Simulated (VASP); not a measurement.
# EuO (Fm-3m) in VASP: further runs

EuO is run at these levels: PBE+U; tasks: single point.

Program: VASP 6.6.1. These are calculated values, not measurements. Logs are shortened: lines on timing, memory, paths and dates and some standing lists are left out, and cuts for length are marked.

## 1. The cell of the first run

Symmetry: Fm-3m, No. 225, cubic system. The conventional cell has a = 5.177 Å, b = 5.177 Å, c = 5.177 Å, α = 90.00°, β = 90.00°, γ = 90.00°. Within 3.4 Å of Eu (site symmetry m-3m) lie 6 O at 2.59 Å. O (site symmetry m-3m) has 6 Eu at 2.59 Å within 3.4 Å.

## 2. Single point, PBE+U, collinear spin, antiferromagnetic start

INCAR reads:

```
SYSTEM = EuO
ALGO     = Normal         ! electronic algorithm
EDIFF    = 1E-6           ! SCF threshold, eV
ENCUT    = 600            ! plane-wave cutoff, eV
GGA      = PE             ! functional
GGA_COMPAT= .FALSE.      
ISIF     = 2              ! what is computed and relaxed
ISMEAR   = 0              ! smearing method
ISPIN    = 2              ! spin polarisation
LASPH    = .TRUE.         ! aspherical terms in the spheres
LCHARG   = .FALSE.        ! write CHGCAR
LDAU     = .TRUE.         ! DFT+U
LDAUJ    = 0 0          
LDAUL    = 3 -1           ! shell
LDAUPRINT= 1            
LDAUTYPE = 2            
LDAUU    = 6 0            ! U, eV
LMAXMIX  = 6              ! l up to which the mixer works
LORBIT   = 11             ! projections on sites
LREAL    = .FALSE.        ! projectors in reciprocal space
LWAVE    = .FALSE.        ! write WAVECAR
MAGMOM   = 7 -7 0 0       ! initial moments
NBANDS   = 35             ! bands
NELM     = 200            ! most SCF steps
PREC     = Accurate       ! precision mode
SIGMA    = 0.05           ! smearing width, eV
```

KPOINTS reads:

```
k-points
0
G
  4 4 3
  0 0 0
```

POSCAR reads:

```
EuO
1.0
    0.0000000000      2.5882963236     -2.5882963236
    0.0000000000      2.5882963236      2.5882963236
    5.1765926472      0.0000000000      0.0000000000
Eu O
2 2
Direct
    0.0000000000      0.0000000000      0.0000000000
    0.5000000000      0.5000000000      0.5000000000
    0.0000000000      1.0000000000      0.5000000000
    0.5000000000      1.5000000000      1.0000000000
```

Potentials or basis: VASP PAW PBE potentials, release 64 (Eu, O).

Launch:

```sh
cat potpaw_PBE.64/Eu/POTCAR potpaw_PBE.64/O/POTCAR > POTCAR
mpirun -np 1 vasp_std > vasp.out
```

OUTCAR:

```text
SYSTEM = EuO
   EDIFF = 1E-6
   ENCUT = 600
   GGA = PE
   ISIF = 2
   ISMEAR = 0
   ISPIN = 2
   LASPH = .TRUE.
   LORBIT = 11
   LREAL = .FALSE.
   NELM = 200
   PREC = Accurate

 ion  position               nearest neighbor table
   1  0.000  0.000  0.000-   3 2.59   4 2.59   3 2.59   4 2.59   4 2.59   4 2.59
   2  0.500  0.500  0.500-   3 2.59   4 2.59   4 2.59   3 2.59   3 2.59   3 2.59
   3  0.000  0.000  0.500-   1 2.59   2 2.59   1 2.59   2 2.59   2 2.59   2 2.59
   4  0.500  0.500  0.000-   1 2.59   2 2.59   2 2.59   1 2.59   1 2.59   1 2.59

  LATTYP: Found a simple tetragonal cell.
 ALAT       =     3.6604037643
 C/A-ratio  =     1.4142135624

  Lattice vectors:

 A1 = (   0.0000000000,   2.5882963236,  -2.5882963236)
 A2 = (   0.0000000000,   2.5882963236,   2.5882963236)
 A3 = (   5.1765926472,   0.0000000000,   0.0000000000)

Analysis of symmetry for initial positions (statically):
=====================================================================
 Subroutine PRICEL returns following result:

  LATTYP: Found a face centered cubic cell.
 ALAT       =     5.1765926472
[... 12 lines left out ...]
 Subroutine GETGRP returns: Found 16 space group operations
 (whereof 16 operations were pure point group operations)
 out of a pool of 16 trial point group operations.

The static configuration has the point symmetry D_4h.

Analysis of symmetry for dynamics (positions and initial velocities):
=====================================================================
 Subroutine PRICEL returns following result:

  LATTYP: Found a face centered cubic cell.
 ALAT       =     5.1765926472
[... 12 lines left out ...]
 Subroutine GETGRP returns: Found 16 space group operations
 (whereof 16 operations were pure point group operations)
 out of a pool of 16 trial point group operations.

The dynamic configuration has the point symmetry D_4h.

Analysis of structural, dynamic, and magnetic symmetry:
=====================================================================
 Subroutine PRICEL returns following result:

  LATTYP: Found a face centered cubic cell.
 ALAT       =     5.1765926472
[... 12 lines left out ...]
 Subroutine GETGRP returns: Found 16 space group operations
 (whereof 16 operations were pure point group operations)
 out of a pool of 16 trial point group operations.

The overall configuration has the point symmetry D_4h.

 Subroutine INISYM returns: Found 16 space group operations
 (whereof 16 operations are pure point group operations),
 and found     2 'primitive' translations

----------------------------------------------------------------------------------------

                                     Primitive cell

  volume of cell :      34.6794

  direct lattice vectors                    reciprocal lattice vectors
    -2.588296324 -2.588296324  0.000000000    -0.193177263 -0.193177263  0.193177263
    -2.588296324  0.000000000 -2.588296324    -0.193177263  0.193177263 -0.193177263
    -0.000000000 -2.588296324 -2.588296324     0.193177263 -0.193177263 -0.193177263

  length of vectors
     3.660403764  3.660403764  3.660403764     0.334592835  0.334592835  0.334592835

  position of ions in fractional coordinates (direct lattice)
     0.000000000  0.000000000  0.000000000
     0.500000000  0.500000000  0.500000000

  ion indices of the primitive-cell ions
   primitive index   ion index
                 1           1
                 2           3

[... 141 lines left out ...]
  o =  0.9776  v = -0.0000 -0.0000  0.0000 -0.6536 -0.0000  0.7568 -0.0000  0.0000  0.0000  0.0000  0.0000  0.0000  0.0000  0.0000      0.0000  0.0000  0.0000  0.0000  0.0000  0.0000  0.0000  0.0000  0.0000  0.0000  0.0000  0.0000  0.0000  0.0000
  o =  0.9776  v =  0.9802 -0.0000 -0.1981 -0.0000  0.0000  0.0000 -0.0000  0.0000  0.0000  0.0000  0.0000  0.0000  0.0000  0.0000      0.0000  0.0000  0.0000  0.0000  0.0000  0.0000  0.0000  0.0000  0.0000  0.0000  0.0000  0.0000  0.0000  0.0000

atom =   2  type =  1  l = 3

 onsite density matrix

spin component  1

  0.0032 -0.0000  0.0015 -0.0000 -0.0000 -0.0000 -0.0000
 -0.0000  0.0002  0.0000  0.0000 -0.0000 -0.0000 -0.0000
  0.0015  0.0000  0.0024 -0.0000 -0.0000 -0.0000 -0.0000
 -0.0000  0.0000 -0.0000  0.0043 -0.0000 -0.0000  0.0000
 -0.0000 -0.0000 -0.0000 -0.0000  0.0025 -0.0000 -0.0014
 -0.0000 -0.0000 -0.0000 -0.0000 -0.0000  0.0013  0.0000
 -0.0000 -0.0000 -0.0000  0.0000 -0.0014  0.0000  0.0032

spin component  2

  0.9775 -0.0000 -0.0003 -0.0000  0.0000  0.0000 -0.0000
 -0.0000  0.9656 -0.0000 -0.0000 -0.0000 -0.0000  0.0000
 -0.0003 -0.0000  0.9760 -0.0000 -0.0000  0.0000  0.0000
 -0.0000 -0.0000 -0.0000  0.9766  0.0000 -0.0008  0.0000
  0.0000 -0.0000 -0.0000  0.0000  0.9770 -0.0000 -0.0002
  0.0000 -0.0000  0.0000 -0.0008 -0.0000  0.9769 -0.0000
 -0.0000  0.0000  0.0000  0.0000 -0.0002 -0.0000  0.9771

 occupancies and eigenvectors

  o =  0.0002  v =  0.0000  1.0000  0.0000 -0.0000  0.0000  0.0000 -0.0000  0.0000  0.0000  0.0000  0.0000  0.0000  0.0000  0.0000      0.0000  0.0000  0.0000  0.0000  0.0000  0.0000  0.0000  0.0000  0.0000  0.0000  0.0000  0.0000  0.0000  0.0000
  o =  0.0013  v = -0.6045 -0.0000  0.7965  0.0001 -0.0000  0.0106 -0.0000  0.0000  0.0000  0.0000  0.0000  0.0000  0.0000  0.0000      0.0000  0.0000  0.0000  0.0000  0.0000  0.0000  0.0000  0.0000  0.0000  0.0000  0.0000  0.0000  0.0000  0.0000
  o =  0.0013  v = -0.0064  0.0000  0.0085 -0.0098 -0.0000 -0.9999 -0.0000  0.0000  0.0000  0.0000  0.0000  0.0000  0.0000  0.0000      0.0000  0.0000  0.0000  0.0000  0.0000  0.0000  0.0000  0.0000  0.0000  0.0000  0.0000  0.0000  0.0000  0.0000
  o =  0.0014  v = -0.0000 -0.0000  0.0000  0.0000  0.7906 -0.0000  0.6124  0.0000  0.0000  0.0000  0.0000  0.0000  0.0000  0.0000      0.0000  0.0000  0.0000  0.0000  0.0000  0.0000  0.0000  0.0000  0.0000  0.0000  0.0000  0.0000  0.0000  0.0000
  o =  0.0043  v =  0.0000  0.0000  0.0000 -0.0000 -0.6124  0.0000  0.7906  0.0000  0.0000  0.0000  0.0000  0.0000  0.0000  0.0000      0.0000  0.0000  0.0000  0.0000  0.0000  0.0000  0.0000  0.0000  0.0000  0.0000  0.0000  0.0000  0.0000  0.0000
  o =  0.0043  v = -0.7965  0.0000 -0.6046 -0.0014 -0.0000  0.0000  0.0000  0.0000  0.0000  0.0000  0.0000  0.0000  0.0000  0.0000      0.0000  0.0000  0.0000  0.0000  0.0000  0.0000  0.0000  0.0000  0.0000  0.0000  0.0000  0.0000  0.0000  0.0000
  o =  0.0043  v =  0.0011  0.0000  0.0009 -1.0000  0.0000  0.0098 -0.0000  0.0000  0.0000  0.0000  0.0000  0.0000  0.0000  0.0000      0.0000  0.0000  0.0000  0.0000  0.0000  0.0000  0.0000  0.0000  0.0000  0.0000  0.0000  0.0000  0.0000  0.0000
  o =  0.9656  v =  0.0000  0.0000  0.0000  0.0000  0.0000  0.0000  0.0000  0.0000  1.0000 -0.0000  0.0000  0.0000 -0.0000  0.0000      0.0000  0.0000  0.0000  0.0000  0.0000  0.0000  0.0000  0.0000  0.0000  0.0000  0.0000  0.0000  0.0000  0.0000
  o =  0.9759  v =  0.0000  0.0000  0.0000  0.0000  0.0000  0.0000  0.0000  0.1981  0.0000  0.9802  0.0000 -0.0000 -0.0000  0.0000      0.0000  0.0000  0.0000  0.0000  0.0000  0.0000  0.0000  0.0000  0.0000  0.0000  0.0000  0.0000  0.0000  0.0000
  o =  0.9759  v =  0.0000  0.0000  0.0000  0.0000  0.0000  0.0000  0.0000  0.0000 -0.0000 -0.0000  0.7568 -0.0000  0.6536 -0.0000      0.0000  0.0000  0.0000  0.0000  0.0000  0.0000  0.0000  0.0000  0.0000  0.0000  0.0000  0.0000  0.0000  0.0000
  o =  0.9768  v =  0.0000  0.0000  0.0000  0.0000  0.0000  0.0000  0.0000  0.0000  0.0000  0.0000 -0.0000 -0.7906 -0.0000 -0.6124      0.0000  0.0000  0.0000  0.0000  0.0000  0.0000  0.0000  0.0000  0.0000  0.0000  0.0000  0.0000  0.0000  0.0000
  o =  0.9772  v =  0.0000  0.0000  0.0000  0.0000  0.0000  0.0000  0.0000  0.0000  0.0000  0.0000 -0.0000  0.6124  0.0000 -0.7906      0.0000  0.0000  0.0000  0.0000  0.0000  0.0000  0.0000  0.0000  0.0000  0.0000  0.0000  0.0000  0.0000  0.0000
  o =  0.9776  v =  0.0000  0.0000  0.0000  0.0000  0.0000  0.0000  0.0000  0.0000  0.0000  0.0000 -0.6536 -0.0000  0.7568  0.0000      0.0000  0.0000  0.0000  0.0000  0.0000  0.0000  0.0000  0.0000  0.0000  0.0000  0.0000  0.0000  0.0000  0.0000
  o =  0.9776  v =  0.0000  0.0000  0.0000  0.0000  0.0000  0.0000  0.0000 -0.9802  0.0000  0.1981  0.0000 -0.0000 -0.0000  0.0000      0.0000  0.0000  0.0000  0.0000  0.0000  0.0000  0.0000  0.0000  0.0000  0.0000  0.0000  0.0000  0.0000  0.0000

 number of electron      45.9999987 magnetization       0.0000000

 Free energy of the ion-electron system (eV)
  ---------------------------------------------------
  ext. energy  EPLUGINS =         0.00000000
  ---------------------------------------------------
  free energy    TOTEN  =       -42.21020261 eV

  energy without entropy =      -42.21020261  energy(sigma->0) =      -42.21020261

 E-fermi :   3.7112     XC(G=0): -10.6462

 val. band max:        3.4678375361   @ k =   0.0000   0.0000   0.0000
 cond. band min:       3.9578081490   @ k =   0.0000   0.0000   0.0000
 fundamental gap:      0.4899706129
 Fermi energy:         3.7112382910

 spin component 1

 k-point     1 :       0.0000    0.0000    0.0000
  band No.  band energies     occupation
      1     -36.0312      1.00000
      2     -32.9116      1.00000
      3     -15.2344      1.00000
      4     -14.8786      1.00000
      5     -14.8786      1.00000
      6     -14.0486      1.00000
[... 445 lines left out ...]
     34      13.0357      0.00000
     35      13.0666      0.00000
 Fermi energy:         3.7112382910

 spin component 2

 k-point     1 :       0.0000    0.0000    0.0000
  band No.  band energies     occupation
      1     -36.0312      1.00000
      2     -32.9116      1.00000
      3     -15.2344      1.00000
      4     -14.8786      1.00000
      5     -14.8786      1.00000
      6     -14.0486      1.00000
[... 445 lines left out ...]
     34      13.0321      0.00000
     35      13.1673      0.00000

------------------------ aborting loop because EDIFF is reached ----------------------------------------

  FORCE on cell =-STRESS in cart. coord.  units (eV):
  Direction    XX          YY          ZZ          XY          YZ          ZX
  --------------------------------------------------------------------------------------
  -------------------------------------------------------------------------------------
  Total        0.1856551      0.0580168      0.0580168     -0.0000000      0.0000000     -0.0000000
  in kB        4.2885997      1.3401781      1.3401781     -0.0000000      0.0000000     -0.0000000
  external PRESSURE =       2.3229853 kB  Pullay stress =       0.0000000 kB

 VOLUME and BASIS-vectors are now :
 -----------------------------------------------------------------------------
  energy-cutoff  :      600.00
  volume of cell :       69.36
      direct lattice vectors                 reciprocal lattice vectors
     0.000000000  2.588296324 -2.588296324     0.000000000  0.193177263 -0.193177263
     0.000000000  2.588296324  2.588296324     0.000000000  0.193177263  0.193177263
     5.176592647  0.000000000  0.000000000     0.193177263  0.000000000  0.000000000

 POSITION                                       TOTAL-FORCE (eV/Angst)
 -----------------------------------------------------------------------------------
      0.00000      0.00000      0.00000         0.000000      0.000000      0.000000
      2.58830      2.58830      0.00000         0.000000     -0.000000     -0.000000
      2.58830      0.00000      0.00000         0.000000     -0.000000     -0.000000
      0.00000      2.58830      0.00000         0.000000      0.000000      0.000000
 -----------------------------------------------------------------------------------
    total drift:                                0.000000      0.000000      0.000000

  FREE ENERGIE OF THE ION-ELECTRON SYSTEM (eV)
  ---------------------------------------------------
  free  energy   TOTEN  =       -42.2102026087 eV

  energy  without entropy=      -42.2102026087  energy(sigma->0) =      -42.21020261

 total charge

# of ion       s       p       d       f       tot
--------------------------------------------------
    1        2.032   5.803   0.282   6.835  14.952
    2        2.032   5.803   0.282   6.835  14.952
    3        1.550   3.404   0.000   0.000   4.954
    4        1.550   3.404   0.000   0.000   4.954
--------------------------------------------------
tot          7.164  18.415   0.563  13.670  39.813

 magnetization (x)

# of ion       s       p       d       f       tot
--------------------------------------------------
    1       -0.015  -0.117   0.037   6.802   6.707
    2        0.015   0.117  -0.037  -6.802  -6.707
    3        0.002   0.028   0.000   0.000   0.030
    4       -0.002  -0.028   0.000   0.000  -0.030
--------------------------------------------------
tot          0.000   0.000   0.000  -0.000  -0.000
```

It took 90 s on 1 thread of AMD EPYC 9R45 (Zen 5), shared host; peak memory 0.22 GiB.

What came out:

- Free energy: -42.2102 eV
- Pressure: 0.2 GPa
- Band gap on the k mesh: 0.49 eV
- Net moment: 0.00 μB per cell
- Site moments: Eu +6.71, -6.71; O +0.03, -0.03 μB
- Valence electrons inside the program's atomic spheres: Eu 14.95; O 4.95

Stress tensor (GPa, compression positive):
```
0.43 0.00 0.00
0.00 0.13 0.00
0.00 0.00 0.13
```

Eigenvalues of the final occupation matrices:
| site | spin | trace | eigenvalues |
| --- | --- | --- | --- |
| site 1 f | 1 | 6.83 | 0.97 0.98 0.98 0.98 0.98 0.98 0.98 |
| site 1 f | 2 | 0.02 | 0.00 0.00 0.00 0.00 0.00 0.00 0.00 |
| site 2 f | 1 | 0.02 | 0.00 0.00 0.00 0.00 0.00 0.00 0.00 |
| site 2 f | 2 | 6.83 | 0.97 0.98 0.98 0.98 0.98 0.98 0.98 |

Caveat: the k points lie up to 0.43 Å⁻¹ apart; semilocal functionals underestimate gaps, and a narrow one can read as zero; spin-orbit coupling is left out, which moves the levels of the heavy elements.

## 3. Single point, PBE+U, collinear spin (17.34 Å³/atom)

INCAR reads:

```
ALGO = Normal
EDIFF = 1E-6
ENCUT = 600
GGA = PE
GGA_COMPAT = F
ISIF = 2
ISMEAR = 0
ISPIN = 2
LASPH = T
LCHARG = F
LDAU = T
LDAUJ = 0 0
LDAUL = 3 -1
LDAUPRINT = 1
LDAUTYPE = 2
LDAUU = 6 0
LMAXMIX = 6
LORBIT = 11
LREAL = F
LWAVE = F
MAGMOM = 7.44 -0.09
NBANDS = 22
NELM = 200
PREC = Accurate
SIGMA = 0.05
```

KPOINTS reads:

```
k-points
0
Gamma
  10 10 10
```

POSCAR reads:

```
EuO
1.0
    0.0000000000      2.5882963236      2.5882963236
    2.5882963236      0.0000000000      2.5882963236
    2.5882963236      2.5882963236      0.0000000000
Eu O
1 1
Direct
    0.0000000000      0.0000000000      0.0000000000
    0.5000000000      0.5000000000      0.5000000000
```

Potentials or basis: VASP PAW PBE potentials, release 64 (Eu, O).

Launch:

```sh
cat potpaw_PBE.64/Eu/POTCAR potpaw_PBE.64/O/POTCAR > POTCAR
mpirun -np 1 vasp_std > vasp.out
```

It took 81 s on 1 thread of AMD EPYC 9R45 (Zen 5), shared host; peak memory 0.22 GiB.

The run converged. Its results:

* Free energy: -21.1356 eV
* Pressure: -0.4 GPa
* Band gap on the k mesh: 0.07 eV (least direct gap 0.23 eV)
* Net moment: 7.00 μB per cell
* Site moments: Eu +6.73; O -0.09 μB
* Valence electrons inside the program's atomic spheres: Eu 14.94; O 4.95

Levels at points of the mesh, in eV from the valence-band top:
Spin up:
```tsv
k point	band 11	band 12	band 13	band 14	band 15	band 16	band 17	band 18	band 19	band 20
(0.00, 0.00, 0.00)	-0.48	-0.48	0.00	0.00	0.00	0.84	2.97	2.97	2.97	5.17
(0.50, 0.00, 0.00)	-0.70	-0.52	-0.52	-0.48	-0.47	3.51	5.64	5.64	5.92	8.86
(0.50, 0.50, 0.00)	-0.59	-0.59	-0.48	-0.16	-0.16	0.07	4.61	7.01	7.74	7.90
```
Spin down:
```
           k point  band 6  band 7  band 8  band 9  band 10  band 11
(0.00, 0.00, 0.00)   -2.55   -2.55   -2.55    1.62     3.92     3.92
(0.50, 0.00, 0.00)   -4.60   -3.66   -3.66    4.13     6.32     6.67
(0.50, 0.50, 0.00)   -2.66   -2.52   -2.52    0.91     5.48     7.78
```

Eigenvalues of the final occupation matrices:
| site | spin | trace | eigenvalues |
| --- | --- | --- | --- |
| site 1 f | 1 | 6.81 | 0.96 0.97 0.97 0.97 0.98 0.98 0.98 |
| site 1 f | 2 | 0.02 | 0.00 0.00 0.00 0.00 0.00 0.00 0.00 |

Caveat: semilocal functionals underestimate gaps, and a narrow one can read as zero; spin-orbit coupling is left out, which moves the levels of the heavy elements; a cell with one magnetic atom can't hold antiferromagnetic order, which such compounds often take. A k mesh can miss the band edges.
